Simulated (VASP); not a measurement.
A run of VASP 6.6.1:

The input POSCAR:

```
ZnCu
1.0
    2.8848810902      0.0000000000      0.0000000000
    0.0000000000      2.8848810902      0.0000000000
    0.0000000000      0.0000000000      2.8848810902
Zn Cu
1 1
Direct
    0.5000000000      0.5000000000      0.5000000000
    0.0000000000      0.0000000000      0.0000000000
```

The input INCAR.step1:

```
  PREC = Accurate
  ENCUT = 660
  ISMEAR = -1
  SIGMA = 0.05
  LREAL = False
  LASPH = True
  NELM = 120
  NBANDS = 18
  GGA = PE
  ALGO = Normal
  EDIFF = 1E-5
  LWAVE = True
  LCHARG = False
  GGA_COMPAT = False
```

INCAR.step2

```
  PREC = Accurate
  ENCUT = 660
  EDIFF = 1E-6
  ISMEAR = -1
  SIGMA = 0.05
  LREAL = False
  LASPH = True
  NELM = 120
  ALGO = Normal
  ISIF = 2
  LWAVE = False
  LCHARG = False
  METAGGA = R2SCAN
  LMIXTAU = True
  NBANDS = 18
  ISTART = 1
  GGA_COMPAT = False
```

The input KPOINTS:

```
Automatic mesh
0
Gamma
  9 9 9
```

Potentials or basis: VASP PAW PBE potentials, release 64 (Zn, Cu).

Command:

```sh
$ cat potpaw_PBE.64/Zn/POTCAR potpaw_PBE.64/Cu/POTCAR > POTCAR
$ cp INCAR.step1 INCAR
$ mpirun -np 1 vasp_std > vasp.out
$ cp INCAR.step2 INCAR
$ mpirun -np 1 vasp_std > vasp.out
```

Hardware: 1 thread of Intel(R) Xeon(R) 6975P-C (Granite Rapids), with other jobs on the host.

**Question.** How long does it take, and how much memory?

**Answer.** It took 22 s on 1 thread of Intel(R) Xeon(R) 6975P-C (Granite Rapids) (shared host), peak memory 0.15 GiB. Counts: k points 35.
